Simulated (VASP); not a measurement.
# Ti (Fm-3m) in VASP: notebook

Ti is run at these levels: LDA; tasks: single point.

Program: VASP 6.6.1. These are calculated values, not measurements. Logs are shortened: lines on timing, memory, paths and dates and some standing lists are left out, and cuts for length are marked.

**1. The cell of the first run**

It takes space group Fm-3m (No. 225, cubic). Conventional cell: a = 4.080 Å, b = 4.080 Å, c = 4.080 Å, α = 90.00°, β = 90.00°, γ = 90.00°. Ti (site symmetry m-3m) has 12 Ti at 2.88 Å within 3.8 Å.

This isn't the form of Ti at room conditions, which is hcp.

**2. Single point, LDA, collinear spin (16.97 Å³/atom)**

Contents of INCAR:

```
SYSTEM = Ti
PREC = Accurate ; ENCUT = 520
EDIFF = 1E-7 ; ISMEAR = 0
SIGMA = 0.15 ; LREAL = .False.
LASPH = .True. ; NELM = 150
ALGO = Fast ; ISIF = 2
LWAVE = .False. ; LCHARG = .False.
ISPIN = 2 ; MAGMOM = 0.625
LORBIT = 11 ; NUPDOWN = 0.625
LMAXMIX = 4 ; GGA = CA
NBANDS = 16
```

Contents of KPOINTS:

```
regular mesh
0
Gamma
  22 22 22
  0 0 0
```

Contents of POSCAR:

```
Ti
1.0
    0.0000000000      2.0397865982      2.0397865982
    2.0397865982      0.0000000000      2.0397865982
    2.0397865982      2.0397865982      0.0000000000
Ti
1
Direct
    0.0000000000      0.0000000000      0.0000000000
```

Potentials or basis: VASP PAW LDA potentials, release 64 (Ti_sv).

The run is started by

```
cat potpaw_LDA.64/Ti_sv/POTCAR > POTCAR
mpirun -np 1 vasp_std > vasp.out
```

OUTCAR:

```text
SYSTEM = Ti
   PREC = Accurate
   ENCUT = 520
   EDIFF = 1E-7
   ISMEAR = 0
   LREAL = .False.
   LASPH = .True.
   NELM = 150
   ISIF = 2
   ISPIN = 2
   LORBIT = 11
   NUPDOWN = 0.625
   GGA = CA

 ion  position               nearest neighbor table
   1  0.000  0.000  0.000-

  LATTYP: Found a face centered cubic cell.
 ALAT       =     4.0795731964

  Lattice vectors:

 A1 = (   0.0000000000,   2.0397865982,   2.0397865982)
 A2 = (   2.0397865982,   0.0000000000,   2.0397865982)
 A3 = (   2.0397865982,   2.0397865982,   0.0000000000)

Analysis of symmetry for initial positions (statically):
=====================================================================
 Subroutine PRICEL returns:
 Original cell was already a primitive cell.

 Routine SETGRP: Setting up the symmetry group for a
 face centered cubic supercell.

 Subroutine GETGRP returns: Found 48 space group operations
 (whereof 48 operations were pure point group operations)
 out of a pool of 48 trial point group operations.

The static configuration has the point symmetry O_h .

Analysis of symmetry for dynamics (positions and initial velocities):
=====================================================================
 Subroutine PRICEL returns:
 Original cell was already a primitive cell.

 Routine SETGRP: Setting up the symmetry group for a
 face centered cubic supercell.

 Subroutine GETGRP returns: Found 48 space group operations
 (whereof 48 operations were pure point group operations)
 out of a pool of 48 trial point group operations.

The dynamic configuration has the point symmetry O_h .

Analysis of structural, dynamic, and magnetic symmetry:
=====================================================================
 Subroutine PRICEL returns:
 Original cell was already a primitive cell.

 Routine SETGRP: Setting up the symmetry group for a
 face centered cubic supercell.

 Subroutine GETGRP returns: Found 48 space group operations
 (whereof 48 operations were pure point group operations)
 out of a pool of 48 trial point group operations.

The overall configuration has the point symmetry O_h .

 Subroutine INISYM returns: Found 48 space group operations
 (whereof 48 operations are pure point group operations),
 and found     1 'primitive' translations

----------------------------------------------------------------------------------------

                                     Primitive cell

  volume of cell :      16.9740

  direct lattice vectors                    reciprocal lattice vectors
     0.000000000  2.039786598  2.039786598    -0.245123681  0.245123681  0.245123681
     2.039786598  0.000000000  2.039786598     0.245123681 -0.245123681  0.245123681
     2.039786598  2.039786598  0.000000000     0.245123681  0.245123681 -0.245123681

  length of vectors
     2.884693872  2.884693872  2.884693872     0.424566670  0.424566670  0.424566670

  position of ions in fractional coordinates (direct lattice)
     0.000000000  0.000000000  0.000000000

  ion indices of the primitive-cell ions
   primitive index   ion index
                 1           1

----------------------------------------------------------------------------------------

 KPOINTS: regular mesh

Automatic generation of k-mesh.
 Grid dimensions read from file:
 generate k-points for:   22   22   22

 Generating k-lattice:

  Cartesian coordinates                     Fractional coordinates (reciprocal lattice)
    -0.011141986  0.011141986  0.011141986     0.045454545  0.000000000  0.000000000
     0.011141986 -0.011141986  0.011141986     0.000000000  0.045454545  0.000000000
     0.011141986  0.011141986 -0.011141986     0.000000000  0.000000000  0.045454545

  Length of vectors
     0.019298485  0.019298485  0.019298485

  Shift w.r.t. Gamma in fractional coordinates (k-lattice)
     0.000000000  0.000000000  0.000000000

 Subroutine IBZKPT returns following result:
 ===========================================

 Found    328 irreducible k-points:

 Following reciprocal coordinates:
            Coordinates               Weight
  0.000000  0.000000  0.000000      1.000000
  0.045455  0.000000  0.000000      8.000000
  0.090909  0.000000  0.000000      8.000000
  0.136364  0.000000  0.000000      8.000000
  0.181818  0.000000  0.000000      8.000000
  0.227273  0.000000  0.000000      8.000000
[... 16 lines left out ...]
  0.500000  0.045455  0.000000     24.000000
 -0.454545  0.045455  0.000000     24.000000
 [... further k-points ...]
   k-points           NKPTS =    328   k-points in BZ     NKDIM =    328   number of bands    NBANDS=     16
   number of dos      NEDOS =    301   number of ions     NIONS =      1
   total plane-waves  NPLWV =  13824
   dimension x,y,z NGX =    24 NGY =   24 NGZ =   24
   dimension x,y,z NGXF=    48 NGYF=   48 NGZF=   48
   ions per type =               1
   NGX,Y,Z   is equivalent  to a cutoff of  13.83, 13.83, 13.83 a.u.
   NGXF,Y,Z  is equivalent  to a cutoff of  27.66, 27.66, 27.66 a.u.
 SYSTEM =  Ti
   PREC   = accura    normal or accurate (medium, high low for compatibility)
   ISTART =      0    job   : 0-new  1-cont  2-samecut
   ICHARG =      2    charge: 1-file 2-atom 10-const
   ISPIN  =      2    spin polarized calculation?
   LNONCOLLINEAR =      F non collinear calculations
   LSORBIT =      F    spin-orbit coupling
   LASPH  =      T    aspherical Exc in radial PAW
   ENCUT  =  520.0 eV  38.22 Ry    6.18 a.u.   5.36  5.36  5.36*2*pi/ulx,y,z
   NELM   =    150;   NELMIN=  2; NELMDL= -5     # of ELM steps
   EDIFF  = 0.1E-06   stopping-criterion for ELM
   LREAL  =      F    real-space projection
   EDIFFG = 0.1E-05   stopping-criterion for IOM
   NSW    =      0    number of steps for IOM
   IBRION =     -1    ionic relax: 0-MD 1-quasi-New 2-CG
   NFREE  =      0    steps in history (QN), initial steepest desc. (CG)
   ISIF   =      2    stress and relaxation
   ISYM   =      2    0-nonsym 1-usesym 2-fastsym
   POTIM  = 0.5000    time-step for ionic-motion
   TEBEG  =    0.0;   TEEND  =   0.0 temperature during run
   PSTRESS=    0.0 pullay stress
   NELECT =      12.0000    total number of electrons
   NUPDOWN=       0.6250    fix difference up-down
   EMIN   =  10.00;   EMAX   =-10.00  energy-range for DOS
   EFERMI =   0.00;   METHOD = LEGACY
   ISMEAR =     0;   SIGMA  =   0.15  broadening in eV -4-tet -1-fermi 0-gaus
   EFERMI_NEDOS =   21; number of points for ismear=-14 and -15
   IALGO  =     68    algorithm
   IMIX   =      4    mixing-type and parameters
     AMIX     =   0.40;   BMIX     =  1.00
     AMIX_MAG =   1.60;   BMIX_MAG =  1.00
  volume/ion in A,a.u.               =      16.97       114.55
  Fermi-wavevector in a.u.,A,eV,Ry     =   1.458391  2.755959 28.938273  2.126903
  Thomas-Fermi vector in A             =   2.575081
   LORBIT       =     11    0 simple, 1 ext, 2 COOP (PROOUT), +10 PAW based schemes
   GGA     = CA    functional components
   LHFCALC =     F    Hartree Fock is set to
   AEXX    =    0.0000 exact exchange contribution
   IVDW    =     0    specifies the selected vdW correction
   LEPSILON=     F    determine dielectric tensor
   LRPA    =     F    only Hartree local field effects (RPA)
 spin polarized calculation
 RMM-DIIS sequential band-by-band and
 Gauss-broadening in eV      SIGMA  =   0.15
  energy-cutoff  :      520.00
  volume of cell :       16.97
 maximum number of plane-waves:       471
 NGX is ok and might be reduce to    24
   NGX = 11   NGY = 11   NGZ = 11

 number of electron      12.0000003 magnetization       0.6250000

 Free energy of the ion-electron system (eV)
  ---------------------------------------------------
  ext. energy  EPLUGINS =         0.00000000
  ---------------------------------------------------
  free energy    TOTEN  =        -8.43535634 eV

  energy without entropy =       -8.41694520  energy(sigma->0) =       -8.42615077

 E-fermi :   8.0609     XC(G=0): -11.8867

 val. band max:        8.3948212843   @ k =  -0.2727   0.1818   0.0000
 cond. band min:       8.0629873032   @ k =   0.4545   0.1818   0.0909
 fundamental gap:     -0.3318339811
 Fermi energy:         8.4074907545

 spin component 1

 k-point     1 :       0.0000    0.0000    0.0000
  band No.  band energies     occupation
      1     -47.9023      1.00000
      2     -24.1036      1.00000
      3     -24.1036      1.00000
      4     -24.1036      1.00000
      5       1.9682      1.00000
      6       8.9060      0.00000
[... 8 lines left out ...]
     15      32.0544      0.00000
     16      33.1547      0.00000

 k-point     2 :       0.0455    0.0000    0.0000
  band No.  band energies     occupation
      1     -47.8994      1.00000
      2     -24.1193      1.00000
      3     -24.1056      1.00000
      4     -24.1056      1.00000
      5       2.0370      1.00000
      6       8.8630      0.00001
[... 8 lines left out ...]
     15      32.4465      0.00000
     16      33.1286      0.00000

 k-point     3 :       0.0909    0.0000    0.0000
  band No.  band energies     occupation
      1     -47.8911      1.00000
      2     -24.1651      1.00000
      3     -24.1113      1.00000
      4     -24.1113      1.00000
      5       2.2402      1.00000
      6       8.7421      0.00080
[... 8 lines left out ...]
     15      32.1922      0.00000
     16      33.0219      0.00000
[... 362 lines left out ...]
 k-point    23 :       0.5000    0.0455    0.0000
  band No.  band energies     occupation
      1     -47.7590      1.00000
      2     -24.8434      1.00000
      3     -24.2085      1.00000
      4     -24.2024      1.00000
      5       5.4479      1.00000
      6       8.5833      0.04872
[... 8 lines left out ...]
     15      30.9684      0.00000
     16      30.9911      0.00000

 k-point    24 :      -0.4545    0.0455    0.0000
  band No.  band energies     occupation
      1     -47.7600      1.00000
      2     -24.8385      1.00000
      3     -24.2106      1.00000
      4     -24.1990      1.00000
      5       5.4361      1.00000
      6       8.5792      0.05271
[... 8 lines left out ...]
     15      30.8696      0.00000
     16      31.0453      0.00000

 [... further k-points ...]

 spin component 2

 k-point     1 :       0.0000    0.0000    0.0000
  band No.  band energies     occupation
      1     -47.5452      1.00000
      2     -23.7474      1.00000
      3     -23.7474      1.00000
      4     -23.7474      1.00000
      5       2.3586      1.00000
      6       9.3102      0.00000
[... 8 lines left out ...]
     15      32.3865      0.00000
     16      33.5667      0.00000

 k-point     2 :       0.0455    0.0000    0.0000
  band No.  band energies     occupation
      1     -47.5423      1.00000
      2     -23.7631      1.00000
      3     -23.7493      1.00000
      4     -23.7493      1.00000
      5       2.4274      1.00000
      6       9.2675      0.00000
[... 8 lines left out ...]
     15      32.7845      0.00000
     16      33.5483      0.00000

 k-point     3 :       0.0909    0.0000    0.0000
  band No.  band energies     occupation
      1     -47.5341      1.00000
      2     -23.8087      1.00000
      3     -23.7550      1.00000
      4     -23.7550      1.00000
      5       2.6305      1.00000
      6       9.1475      0.00000
[... 8 lines left out ...]
     15      32.5782      0.00000
     16      33.4326      0.00000
[... 362 lines left out ...]
 k-point    23 :       0.5000    0.0455    0.0000
  band No.  band energies     occupation
      1     -47.4024      1.00000
      2     -24.4848      1.00000
      3     -23.8518      1.00000
      4     -23.8457      1.00000
      5       5.8638      1.00000
      6       8.9345      0.00000
[... 8 lines left out ...]
     15      31.3315      0.00000
     16      31.3528      0.00000

 k-point    24 :      -0.4545    0.0455    0.0000
  band No.  band energies     occupation
      1     -47.4033      1.00000
      2     -24.4799      1.00000
      3     -23.8538      1.00000
      4     -23.8423      1.00000
      5       5.8515      1.00000
      6       8.9327      0.00000
[... 8 lines left out ...]
     15      31.2306      0.00000
     16      31.4089      0.00000

 [... further k-points ...]

------------------------ aborting loop because EDIFF is reached ----------------------------------------

  FORCE on cell =-STRESS in cart. coord.  units (eV):
  Direction    XX          YY          ZZ          XY          YZ          ZX
  --------------------------------------------------------------------------------------
  -------------------------------------------------------------------------------------
  Total       -0.5588540     -0.5588540     -0.5588540      0.0000000     -0.0000000      0.0000000
  in kB      -52.7502779    -52.7502779    -52.7502779      0.0000000     -0.0000000      0.0000000
  external PRESSURE =     -52.7502779 kB  Pullay stress =       0.0000000 kB

 VOLUME and BASIS-vectors are now :
 -----------------------------------------------------------------------------
  energy-cutoff  :      520.00
  volume of cell :       16.97
      direct lattice vectors                 reciprocal lattice vectors
     0.000000000  2.039786598  2.039786598    -0.245123681  0.245123681  0.245123681
     2.039786598  0.000000000  2.039786598     0.245123681 -0.245123681  0.245123681
     2.039786598  2.039786598  0.000000000     0.245123681  0.245123681 -0.245123681

 POSITION                                       TOTAL-FORCE (eV/Angst)
 -----------------------------------------------------------------------------------
      0.00000      0.00000      0.00000         0.000000      0.000000      0.000000
 -----------------------------------------------------------------------------------
    total drift:                                0.000000     -0.000000     -0.000000

  FREE ENERGIE OF THE ION-ELECTRON SYSTEM (eV)
  ---------------------------------------------------
  free  energy   TOTEN  =        -8.4353563398 eV

  energy  without entropy=       -8.4169452017  energy(sigma->0) =       -8.42615077

 total charge

# of ion       s       p       d       tot
------------------------------------------
    1        2.255   6.119   1.940  10.314

 magnetization (x)

# of ion       s       p       d       tot
------------------------------------------
    1        0.004   0.044   0.387   0.436
```

It took 2.9 min on 1 thread of AMD EPYC 9R45 (Zen 5), shared host; peak memory 0.21 GiB.

Results:

- Free energy: -8.4354 eV
- Pressure: -5.3 GPa
- Net moment: 0.62 μB per cell
- Site moments: Ti +0.44 μB
- Valence electrons inside the program's atomic spheres: Ti 10.31

Caveat: the cell stands under tension; the total moment is fixed, so each spin has its own Fermi level and the state may be an excited one.

**3. Single point, LDA, collinear spin (16.97 Å³/atom)**

Contents of INCAR:

```
ALGO = Normal
EDIFF = 1E-6
ENCUT = 520
GGA = CA
ISIF = 2
ISMEAR = 0
ISPIN = 2
LASPH = T
LCHARG = T
LELF = T
LMAXMIX = 4
LORBIT = 11
LREAL = F
LVHAR = T
LWAVE = F
MAGMOM = 0.375
NBANDS = 16
NELM = 150
NUPDOWN = 0.375
PREC = Accurate
SIGMA = 0.15
```

Contents of KPOINTS:

```
k-points
0
Gamma
  22 22 22
```

POSCAR is that of step 2.

Potentials or basis: VASP PAW LDA potentials, release 64 (Ti_sv).

The run is started by

```
cat potpaw_LDA.64/Ti_sv/POTCAR > POTCAR
mpirun -np 1 vasp_std > vasp.out
```

Wall time 1.9 min (1 thread of AMD EPYC 9R45 (Zen 5), shared host); peak memory 0.2 GiB.

Results (log left out):

- Free energy: -8.4695 eV
- Pressure: -6.0 GPa
- Net moment: 0.38 μB per cell
- Site moments: Ti +0.26 μB
- Valence electrons inside the program's atomic spheres: Ti 10.31

Caveat: the cell stands under tension; the total moment is fixed, so each spin has its own Fermi level and the state may be an excited one.

**4. Single point, LDA, collinear spin (17.93 Å³/atom)**

This run uses another cell than the first one, of 17.93 Å³/atom.

Contents of INCAR:

```
SYSTEM = Ti
PREC = Accurate
ENCUT = 520
EDIFF = 1E-6
ISMEAR = 0
SIGMA = 0.15
LREAL = .False.
LASPH = .True.
NELM = 150
ALGO = Normal
ISIF = 2
LWAVE = .False.
LCHARG = .True.
ISPIN = 2
MAGMOM = 0.25
LORBIT = 11
NUPDOWN = 0.25
LMAXMIX = 4
LELF = .True.
LVHAR = .True.
NBANDS = 16
```

Contents of KPOINTS:

```
regular mesh
0
Gamma
  22 22 22
  0 0 0
```

Contents of POSCAR:

```
Ti
1.0
    0.0000000000      2.0775383847      2.0775383847
    2.0775383847      0.0000000000      2.0775383847
    2.0775383847      2.0775383847      0.0000000000
Ti
1
Direct
    0.0000000000      0.0000000000      0.0000000000
```

The run is started by

```
cat potpaw_LDA.64/Ti_sv/POTCAR > POTCAR
mpirun -np 1 vasp_std > vasp.out
```

It took 1.8 min on 1 thread of AMD EPYC 9R45 (Zen 5), shared host; peak memory 0.22 GiB.

Results (log left out):

* Free energy: -8.4275 eV
* Pressure: -11.1 GPa
* Net moment: 0.25 μB per cell
* Site moments: Ti +0.17 μB
* Valence electrons inside the program's atomic spheres: Ti 10.25

Caveat: the cell stands under tension; the total moment is fixed, so each spin has its own Fermi level and the state may be an excited one.

**5. Summary**

```csv
fixed moment (μB),cell,pressure (GPa),moment (μB)
0.625,"a = 2.885 Å, angles 60.0°, 1 atom",-5.3,0.62
0.375,"a = 2.885 Å, angles 60.0°, 1 atom",-6.0,0.38
0.25,"a = 2.938 Å, angles 60.0°, 1 atom",-11.1,0.25
```

Alike in all rows: task single point; level LDA; potentials or basis VASP PAW LDA potentials, release 64 (Ti_sv); spin collinear; k mesh 22 × 22 × 22; cutoff (eV) 520; smearing gaussian 0.15 eV.

Caveats: the cell stands under tension; the total moment is fixed, so each spin has its own Fermi level and the state may be an excited one.

Total energies depend on the potentials used, so only differences within one code and one set of settings carry meaning.
